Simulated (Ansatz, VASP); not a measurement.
**Cr3Cd: VASP beside Ansatz**

INCAR

```
SYSTEM = Cr3Cd
PREC = Accurate
ENCUT = 600
EDIFF = 1E-7
ISMEAR = 0
SIGMA = 0.1
LREAL = .FALSE.
LASPH = .TRUE.
NELM = 80
ALGO = Fast
ISIF = 3
LWAVE = .FALSE.
LCHARG = .FALSE.
GGA = PE
IBRION = 2
NSW = 100
EDIFFG = -0.01
```

File KPOINTS:

```
Automatic mesh
0
G
  12 12 12
  0 0 0
```

POSCAR

```
Cr3Cd
1.0
    3.7849599059      0.0000000000      0.0000000000
    0.0000000000      3.7849599059      0.0000000000
    0.0000000000      0.0000000000      3.7849599059
Cr Cd
3 1
Direct
    0.0000000000      0.5000000000      0.5000000000
    0.5000000000      0.0000000000      0.5000000000
    0.5000000000      0.5000000000      0.0000000000
    0.0000000000      0.0000000000      0.0000000000
```

Input for Ansatz:

```yaml
crystal:
  lattice:
    - [3.7849599059, 0.0, 0.0]
    - [0.0, 3.7849599059, 0.0]
    - [0.0, 0.0, 3.7849599059]
  atoms:
    - { symbol: Cr, position: [0.0, 0.5, 0.5] }
    - { symbol: Cr, position: [0.5, 0.0, 0.5] }
    - { symbol: Cr, position: [0.5, 0.5, 0.0] }
    - { symbol: Cd, position: [0.0, 0.0, 0.0] }
basis:
  ecutwfc: 420
kpoints:
  mp_grid: { grid: [12, 12, 12] }
hamiltonian:
  xc: pbe
scf:
  occupations: { method: gaussian, width: 0.1 }
output:
  forces: true
  stress: true
  eigenvalues: true
relax:
  adjacent_minimum: "off"
  f_tol: 0.01
  max_steps: 80
  cell: { stress_tol: 0.05 }
```

Alike in both runs: task relaxation of cell and atoms; functional PBE; k mesh 12 × 12 × 12; occupations gaussian, width 0.1 eV; no spin polarisation.

|  | VASP | Ansatz |
| --- | --- | --- |
| version | VASP 6.6.1 | Ansatz 0.2.0 |
| potentials or method | VASP PAW PBE potentials, release 64 (Cr_pv, Cd), cutoff 600 eV | scalar-relativistic, plane waves, PAW |
| valence electrons in the cell | 48 | 62 |

Ansatz gave:

| Item | Value |
| --- | --- |
| gap on the k mesh at the Fermi level, each at its own relaxed structure (eV) | none |
| relaxed volume (Å³/atom) | 13.54 |
| relaxed length of the cell vector where the two differ most in proportion (Å) | 3.783 |

Estimate VASP's values.

gap on the k mesh at the Fermi level, each at its own relaxed structure (eV): none; relaxed volume (Å³/atom): 13.57; relaxed length of the cell vector where the two differ most in proportion (Å): 3.787.

A gap of «none» marks a metal or a gap that the smearing closes. VASP's potentials hold 48 valence electrons a cell and Ansatz's 62, so a difference there can come from the potentials and not from the codes.
